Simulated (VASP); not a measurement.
## Sn: single point with PBEsol

The system is Sn.

```xyz
1
Lattice="-1.8946 1.8946 1.8946 1.8946 -1.8946 1.8946 1.8946 1.8946 -1.8946" Properties=species:S:1:pos:R:3 pbc="T T T"
Sn    0.0000    0.0000    0.0000
```

| Property | Result |
| --- | --- |
| Program | VASP 6.6.1 |
| Task | single point |
| Functional | PBEsol |
| Potentials or basis | VASP PAW PBE potentials, release 64 (Sn_d) |
| Cutoff | 520 eV |
| k mesh | 11 × 11 × 11 |
| Occupations | methfessel-paxton, width 0.05 eV |
| Spin | no spin polarisation |
| Dipole correction | no |
| Further INCAR settings | ALGO = Normal; EDIFF = 1e-06; NBANDS = 13 |

```
Pressure               : -1.7 GPa
Band gap on the k mesh : zero (band 7 reaches 15.86 eV, above the bottom of band 8 at 5.54 eV)
```

Levels at points of the mesh, in eV from the Fermi level:
```
           k point  band 4  band 5  band 6  band 7  band 8  band 9  band 10  band 11
(0.00, 0.00, 0.00)  -21.33  -21.33  -11.12    7.92    7.92    7.92    12.09    12.09
```

Wall time 15 s on 1 thread of Intel Xeon 8259CL, on a shared host, peak memory 0.14 GiB.

Caveat: the PAW data sets were made with another functional, which shifts forces and pressure a little; spin-orbit coupling is left out, which moves the levels of the heavy elements.
